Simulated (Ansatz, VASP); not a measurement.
**CdSe in VASP and in Ansatz**

```
Cd Se
1.0
     0.00000    2.86859    2.86859
     2.86859    0.00000    2.86859
     2.86859    2.86859    0.00000
Cd Se
1 1
Direct
  0.00000 0.00000 0.00000
  0.50000 0.50000 0.50000
```

Alike in both runs: functional PBE; k mesh 12 × 12 × 12; occupations gaussian, width 0.1 eV; no spin polarisation.

Ansatz relaxed the structure, and its values are those at the end. VASP's run is a single point on that final structure, the one shown.

```csv
,VASP,Ansatz
version,VASP 6.6.1,Ansatz 0.2.0
potentials or method,"VASP PAW PBE potentials, release 64 (Cd, Se), cutoff 520 eV","scalar-relativistic, plane waves, PAW"
valence electrons in the cell,18,36
```

VASP gave:

| Quantity | Value |
| --- | --- |
| gap on the k mesh at the Fermi level (eV) | none |
| pressure (GPa) | 0.3 |

**Question.** What did Ansatz give for the same quantities?

**Answer.** gap on the k mesh at the Fermi level (eV): none; pressure (GPa): 0.0.

A gap of «none» marks a metal or a gap that the smearing closes. With one functional, cell and mesh, what is left measures potentials, basis and numerics. VASP's potentials hold 18 valence electrons a cell and Ansatz's 36, so a difference there can come from the potentials and not from the codes.
